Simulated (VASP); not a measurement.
# AlN (P6_3mc) in VASP: further runs

AlN is run at these levels: PBEsol+D4, PBEsol; tasks: single point.

Program: VASP 6.6.1. These are calculated values, not measurements. Logs are shortened: lines on timing, memory, paths and dates and some standing lists are left out, and cuts for length are marked.

**Experimental background.**

“Structural and optical properties of self-assembled AlN nanowires grown on SiO2/Si substrates by molecular beam epitaxy”, 2024, arxiv:2402.00216 quotes, for a bulk crystal of AlN at 0 K: band gap 6.0343 eV (an exciton energy, a little under the gap).

From “Self-assembly of well-separated AlN nanowires directly on sputtered metallic TiN films”, 2019, arxiv:1910.07391, for a bulk crystal of AlN at 10 K: band gap 6.034 eV (an exciton energy, a little under the gap).

How close the calculation comes is told below.

### Step 1. The cell of the first run

It takes space group P6_3mc (No. 186, hexagonal). The conventional cell has a = 3.101 Å, b = 3.101 Å, c = 4.959 Å, α = 90.00°, β = 90.00°, γ = 120.00°. Within 2.5 Å of Al (site symmetry 3m) lie 4 N at 1.88 to 1.90 Å. Within 2.5 Å of N (site symmetry 3m) lie 4 Al at 1.88 to 1.90 Å.

### Step 2. Single point, PBEsol+D4

INCAR

```
SYSTEM = AlN
PREC = Accurate
ENCUT = 520
EDIFF = 1E-6
ISMEAR = -1
SIGMA = 0.05
LREAL = .False.
LASPH = .True.
NELM = 100
ALGO = Normal
ISIF = 2
LWAVE = .False.
LCHARG = .False.
GGA = PS
IVDW = 13
NBANDS = 16
```

KPOINTS

```
Automatic mesh
0
Gamma
  10 10 6
  0 0 0
```

POSCAR

```
AlN
1.0
    3.1013597079      0.0000000000      0.0000000000
   -1.5506798540      2.6858562933      0.0000000000
    0.0000000000      0.0000000000      4.9587334113
Al N
2 2
Direct
    0.6666666667      0.3333333333      0.4988667866
    0.3333333333      0.6666666667     -0.0011332134
    0.6666666667      0.3333333333      0.8811332134
    0.3333333333      0.6666666667      0.3811332134
```

Potentials or basis: VASP PAW PBE potentials, release 64 (Al, N).

Started as:

```
cat potpaw_PBE.64/Al/POTCAR potpaw_PBE.64/N/POTCAR > POTCAR
mpirun -np 1 vasp_std > vasp.out
```

OUTCAR:

```text
SYSTEM = AlN
   PREC = Accurate
   ENCUT = 520
   EDIFF = 1E-6
   ISMEAR = -1
   LREAL = .False.
   LASPH = .True.
   NELM = 100
   ISIF = 2
   GGA = PS
   IVDW = 13

 ion  position               nearest neighbor table
   1  0.667  0.333  0.499-   4 1.88   4 1.88   4 1.88   3 1.90   2 3.06   2 3.06   2 3.06   2 3.06
                             2 3.06   2 3.06
   2  0.333  0.667  0.999-   3 1.88   3 1.88   3 1.88   4 1.90   1 3.06   1 3.06   1 3.06   1 3.06
                             1 3.06   1 3.06
   3  0.667  0.333  0.881-   2 1.88   2 1.88   2 1.88   1 1.90
   4  0.333  0.667  0.381-   1 1.88   1 1.88   1 1.88   2 1.90

  LATTYP: Found a hexagonal cell.
 ALAT       =     3.1013597079
 C/A-ratio  =     1.5988901251

  Lattice vectors:

 A1 = (   3.1013597079,   0.0000000000,   0.0000000000)
 A2 = (  -1.5506798540,   2.6858562933,   0.0000000000)
 A3 = (   0.0000000000,   0.0000000000,   4.9587334113)

Analysis of symmetry for initial positions (statically):
=====================================================================
 Subroutine PRICEL returns:
 Original cell was already a primitive cell.

 Routine SETGRP: Setting up the symmetry group for a
 hexagonal supercell.

 Subroutine GETGRP returns: Found 12 space group operations
 (whereof  6 operations were pure point group operations)
 out of a pool of 24 trial point group operations.

The static configuration has the point symmetry C_3v.
 The point group associated with its full space group is C_6v.

Analysis of symmetry for dynamics (positions and initial velocities):
=====================================================================
 Subroutine PRICEL returns:
 Original cell was already a primitive cell.

 Routine SETGRP: Setting up the symmetry group for a
 hexagonal supercell.

 Subroutine GETGRP returns: Found 12 space group operations
 (whereof  6 operations were pure point group operations)
 out of a pool of 24 trial point group operations.

The dynamic configuration has the point symmetry C_3v.
 The point group associated with its full space group is C_6v.

 Subroutine INISYM returns: Found 12 space group operations
 (whereof  6 operations are pure point group operations),
 and found     1 'primitive' translations

----------------------------------------------------------------------------------------

                                     Primitive cell

  volume of cell :      41.3053

  direct lattice vectors                    reciprocal lattice vectors
     3.101359708  0.000000000  0.000000000     0.322439218  0.186160370  0.000000000
    -1.550679854  2.685856293  0.000000000     0.000000000  0.372320739  0.000000000
     0.000000000  0.000000000  4.958733411     0.000000000  0.000000000  0.201664400

  length of vectors
     3.101359708  3.101359708  4.958733411     0.372320739  0.372320739  0.201664400

  position of ions in fractional coordinates (direct lattice)
     0.666666667  0.333333333  0.498866787
     0.333333333  0.666666667  0.998866787
     0.666666667  0.333333333  0.881133213
     0.333333333  0.666666667  0.381133213

  ion indices of the primitive-cell ions
   primitive index   ion index
                 1           1
                 2           2
                 3           3
                 4           4

----------------------------------------------------------------------------------------

 KPOINTS: Automatic mesh

Automatic generation of k-mesh.
 Grid dimensions read from file:
 generate k-points for:   10   10    6

 Generating k-lattice:

  Cartesian coordinates                     Fractional coordinates (reciprocal lattice)
     0.032243922  0.018616037  0.000000000     0.100000000 -0.000000000  0.000000000
     0.000000000  0.037232074  0.000000000     0.000000000  0.100000000  0.000000000
     0.000000000  0.000000000  0.033610733     0.000000000  0.000000000  0.166666667

  Length of vectors
     0.037232074  0.037232074  0.033610733

  Shift w.r.t. Gamma in fractional coordinates (k-lattice)
     0.000000000  0.000000000  0.000000000

 Subroutine IBZKPT returns following result:
 ===========================================

 Found     56 irreducible k-points:

 Following reciprocal coordinates:
            Coordinates               Weight
  0.000000  0.000000  0.000000      1.000000
  0.100000 -0.000000  0.000000      6.000000
  0.200000 -0.000000  0.000000      6.000000
  0.300000 -0.000000  0.000000      6.000000
  0.400000 -0.000000  0.000000      6.000000
  0.500000  0.000000  0.000000      3.000000
[... 16 lines left out ...]
  0.300000  0.100000  0.166667     24.000000
  0.400000  0.100000  0.166667     24.000000
 [... further k-points ...]
   k-points           NKPTS =     56   k-points in BZ     NKDIM =     56   number of bands    NBANDS=     16
   number of dos      NEDOS =    301   number of ions     NIONS =      4
   total plane-waves  NPLWV =  23040
   dimension x,y,z NGX =    24 NGY =   24 NGZ =   40
   dimension x,y,z NGXF=    48 NGYF=   48 NGZF=   80
   ions per type =               2   2
   NGX,Y,Z   is equivalent  to a cutoff of  12.87, 12.87, 13.41 a.u.
   NGXF,Y,Z  is equivalent  to a cutoff of  25.73, 25.73, 26.82 a.u.
 SYSTEM =  AlN
   PREC   = accura    normal or accurate (medium, high low for compatibility)
   ISTART =      0    job   : 0-new  1-cont  2-samecut
   ICHARG =      2    charge: 1-file 2-atom 10-const
   ISPIN  =      1    spin polarized calculation?
   LNONCOLLINEAR =      F non collinear calculations
   LSORBIT =      F    spin-orbit coupling
   LASPH  =      T    aspherical Exc in radial PAW
   ENCUT  =  520.0 eV  38.22 Ry    6.18 a.u.   5.77  5.77  9.22*2*pi/ulx,y,z
   NELM   =    100;   NELMIN=  2; NELMDL= -5     # of ELM steps
   EDIFF  = 0.1E-05   stopping-criterion for ELM
   LREAL  =      F    real-space projection
   EDIFFG = 0.1E-04   stopping-criterion for IOM
   NSW    =      0    number of steps for IOM
   IBRION =     -1    ionic relax: 0-MD 1-quasi-New 2-CG
   NFREE  =      0    steps in history (QN), initial steepest desc. (CG)
   ISIF   =      2    stress and relaxation
   ISYM   =      2    0-nonsym 1-usesym 2-fastsym
   POTIM  = 0.5000    time-step for ionic-motion
   TEBEG  =    0.0;   TEEND  =   0.0 temperature during run
   PSTRESS=    0.0 pullay stress
   NELECT =      16.0000    total number of electrons
   NUPDOWN=      -1.0000    fix difference up-down
   EMIN   =  10.00;   EMAX   =-10.00  energy-range for DOS
   EFERMI =   0.00;   METHOD = LEGACY
   ISMEAR =    -1;   SIGMA  =   0.05  broadening in eV -4-tet -1-fermi 0-gaus
   EFERMI_NEDOS =   21; number of points for ismear=-14 and -15
   IALGO  =     38    algorithm
   IMIX   =      4    mixing-type and parameters
     AMIX     =   0.40;   BMIX     =  1.00
     AMIX_MAG =   1.60;   BMIX_MAG =  1.00
  volume/ion in A,a.u.               =      10.33        69.69
  Fermi-wavevector in a.u.,A,eV,Ry     =   1.193382  2.255166 19.376892  1.424161
  Thomas-Fermi vector in A             =   2.329398
   LORBIT       =      0    0 simple, 1 ext, 2 COOP (PROOUT), +10 PAW based schemes
   GGA     = PS    functional components
   LHFCALC =     F    Hartree Fock is set to
   AEXX    =    0.0000 exact exchange contribution
   IVDW    =    13    specifies the selected vdW correction
   LEPSILON=     F    determine dielectric tensor
   LRPA    =     F    only Hartree local field effects (RPA)
 non-spin polarized calculation
  energy-cutoff  :      520.00
  volume of cell :       41.31
 maximum number of plane-waves:      1132
 NGX is ok and might be reduce to    24
   NGX = 11   NGY = 11   NGZ = 19

 number of electron      15.9999996 magnetization

 Free energy of the ion-electron system (eV)
  ---------------------------------------------------
  ext. energy  EPLUGINS =         0.00000000
  ---------------------------------------------------
  free energy    TOTEN  =       -31.30772108 eV

  energy without entropy =      -31.30772108  energy(sigma->0) =      -31.30772108

 E-fermi :   7.1720     XC(G=0): -11.1562

 val. band max:        6.1845779918   @ k =   0.0000   0.0000   0.0000
 cond. band min:      10.4024840975   @ k =   0.0000   0.0000   0.0000
 fundamental gap:      4.2179061058
 Fermi energy:         7.1719782364

 k-point     1 :       0.0000    0.0000    0.0000
  band No.  band energies     occupation
      1      -9.0641      2.00000
      2      -6.8392      2.00000
      3       0.0712      2.00000
      4       5.2866      2.00000
      5       5.2866      2.00000
      6       5.9466      2.00000
[... 8 lines left out ...]
     15      19.3131      0.00000
     16      19.3177      0.00000

 k-point     2 :       0.1000   -0.0000    0.0000
  band No.  band energies     occupation
      1      -8.9340      2.00000
      2      -6.7656      2.00000
      3       0.2248      2.00000
      4       4.6964      2.00000
      5       5.1194      2.00000
      6       5.3760      2.00000
[... 8 lines left out ...]
     15      19.2542      0.00000
     16      19.3567      0.00000

 k-point     3 :       0.2000   -0.0000    0.0000
  band No.  band energies     occupation
      1      -8.5596      2.00000
      2      -6.5734      2.00000
      3       0.6744      2.00000
      4       3.3677      2.00000
      5       4.2597      2.00000
      6       4.7577      2.00000
[... 8 lines left out ...]
     15      18.4250      0.00000
     16      18.8326      0.00000

 k-point     4 :       0.3000   -0.0000    0.0000
  band No.  band energies     occupation
      1      -7.9980      2.00000
      2      -6.3566      2.00000
      3       1.3781      2.00000
      4       1.9882      2.00000
      5       3.1319      2.00000
      6       4.3902      2.00000
[... 8 lines left out ...]
     15      18.2779      0.00000
     16      20.1150      0.00000

 k-point     5 :       0.4000   -0.0000    0.0000
  band No.  band energies     occupation
      1      -7.3800      2.00000
      2      -6.2653      2.00000
      3       0.9872      2.00000
      4       2.2004      2.00000
      5       2.3042      2.00000
      6       4.1313      2.00000
[... 8 lines left out ...]
     15      18.5698      0.00000
     16      21.2592      0.00000

 k-point     6 :       0.5000    0.0000    0.0000
  band No.  band energies     occupation
      1      -7.0354      2.00000
      2      -6.3170      2.00000
      3       0.6250      2.00000
      4       1.9484      2.00000
      5       2.7701      2.00000
      6       4.0392      2.00000
[... 8 lines left out ...]
     15      18.9438      0.00000
     16      21.3446      0.00000
[... 267 lines left out ...]
 k-point    21 :       0.1000    0.1000    0.1667
  band No.  band energies     occupation
      1      -8.5776      2.00000
      2      -6.8241      2.00000
      3       0.8319      2.00000
      4       4.0606      2.00000
      5       4.0765      2.00000
      6       4.9990      2.00000
[... 8 lines left out ...]
     15      18.6562      0.00000
     16      19.5171      0.00000

 k-point    22 :       0.2000    0.1000    0.1667
  band No.  band energies     occupation
      1      -8.1158      2.00000
      2      -6.5802      2.00000
      3       1.2259      2.00000
      4       2.8128      2.00000
      5       3.2834      2.00000
      6       4.4844      2.00000
[... 8 lines left out ...]
     15      18.6042      0.00000
     16      19.8787      0.00000

 k-point    23 :       0.3000    0.1000    0.1667
  band No.  band energies     occupation
      1      -7.5302      2.00000
      2      -6.3681      2.00000
      3       1.1804      2.00000
      4       2.0498      2.00000
      5       2.8090      2.00000
      6       4.0015      2.00000
[... 8 lines left out ...]
     15      18.5711      0.00000
     16      20.6043      0.00000

 k-point    24 :       0.4000    0.1000    0.1667
  band No.  band energies     occupation
      1      -7.0172      2.00000
      2      -6.3291      2.00000
      3       0.6639      2.00000
      4       1.7060      2.00000
      5       3.0486      2.00000
      6       3.8361      2.00000
[... 8 lines left out ...]
     15      18.7621      0.00000
     16      21.1059      0.00000

 [... further k-points ...]

------------------------ aborting loop because EDIFF is reached ----------------------------------------

  DFT-D4 for vdW energy calculation

  Edisp (eV):   -0.70391

  FORCE on cell =-STRESS in cart. coord.  units (eV):
  Direction    XX          YY          ZZ          XY          YZ          ZX
  --------------------------------------------------------------------------------------
  -------------------------------------------------------------------------------------
  Total      -0.01262    -0.01262    -0.00944     0.00000     0.00000     0.00000
  in kB      -0.48933    -0.48933    -0.36636     0.00000     0.00000     0.00000
  external pressure =       -0.45 kB  Pullay stress =        0.00 kB

 VOLUME and BASIS-vectors are now :
 -----------------------------------------------------------------------------
  energy-cutoff  :      520.00
  volume of cell :       41.31
      direct lattice vectors                 reciprocal lattice vectors
     3.101359708  0.000000000  0.000000000     0.322439218  0.186160370  0.000000000
    -1.550679854  2.685856293  0.000000000     0.000000000  0.372320739  0.000000000
     0.000000000  0.000000000  4.958733411     0.000000000  0.000000000  0.201664400

 POSITION                                       TOTAL-FORCE (eV/Angst)
 -----------------------------------------------------------------------------------
      1.55068      0.89529      2.47375        -0.000000      0.000000     -0.000559
     -0.00000      1.79057      4.95311         0.000000     -0.000000     -0.000559
      1.55068      0.89529      4.36930        -0.000000     -0.000000      0.000559
     -0.00000      1.79057      1.88994         0.000000      0.000000      0.000559
 -----------------------------------------------------------------------------------
    total drift:                               -0.000000      0.000000     -0.000405

  FREE ENERGIE OF THE ION-ELECTRON SYSTEM (eV)
  ---------------------------------------------------
  free  energy   TOTEN  =       -32.0116354311 eV

  energy  without entropy=      -32.0116354311  energy(sigma->0) =      -32.01163543
```

It took 29 s on 1 thread of Intel Xeon Platinum 8488C (Sapphire Rapids), shared host; peak memory 0.17 GiB.

What came out:

```yaml
Free_energy: -32.0116 eV
Pressure: 0.0 GPa
Band_gap_on_the_k_mesh: 4.22 eV, direct
Dispersion_energy_per_atom: -0.176 eV
```

Caveat: the PAW data sets were made with another functional, which shifts forces and pressure a little.

(Part 1 of 2 ends here.)
